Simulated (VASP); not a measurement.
## Co: single point with PBE

The system is Co.

```
CELL_PARAMETERS angstrom
2.47056 0.00000 0.00000
-1.23528 2.13957 0.00000
0.00000 0.00000 8.08823
ATOMIC_POSITIONS crystal
Co 0.00000 0.00000 0.00000
Co 0.33333 0.66667 0.25000
Co 0.00000 0.00000 0.50000
Co 0.66667 0.33333 0.75000
```

```
Program                : VASP 6.6.1
Task                   : single point
Functional             : PBE
Potentials or basis    : VASP PAW PBE potentials, release 64 (Co)
Cutoff                 : 520 eV
k mesh                 : 12 × 12 × 3
Occupations            : fermi-dirac, width 0.25 eV
Spin                   : collinear spin, ferromagnetic start
Starting moments       : [3.2, 3.2, 3.2, 3.2] μB
Dipole correction      : no
Further INCAR settings : ALGO = Normal; EDIFF = 1e-06; NBANDS = 30
```

| Item | Value |
| --- | --- |
| Pressure | 3.8 GPa |
| Net moment | 5.93 μB per cell |
| Site moments | Co +1.49, +1.50 μB |
| Valence electrons inside the program's atomic spheres | Co 8.30 |

Stress tensor (GPa, compression positive):
```
4.43 0.00 0.00
0.00 4.43 0.00
0.00 0.00 2.58
```

Levels at points of the mesh, in eV from the Fermi level:
Spin up:
| k point | band 19 | band 20 | band 21 | band 22 | band 23 | band 24 |
| --- | --- | --- | --- | --- | --- | --- |
| (0.00, 0.00, 0.00) | -1.37 | -1.10 | -1.10 | -0.69 | -0.69 | -0.29 |
| (0.50, 0.00, 0.00) | -0.44 | -0.42 | 0.29 | 1.41 | 2.55 | 3.17 |
Spin down:
```csv
k point,band 12,band 13,band 14,band 15,band 16,band 17,band 18,band 19
"(0.00, 0.00, 0.00)",-0.92,-0.92,-0.87,-0.87,-0.31,-0.01,-0.01,0.34
"(0.50, 0.00, 0.00)",-0.16,-0.13,0.53,1.12,1.14,1.14,1.18,1.24
```

It took 42 s on 1 thread of AMD EPYC 9R45 (Zen 5) (shared host), peak memory 0.17 GiB.
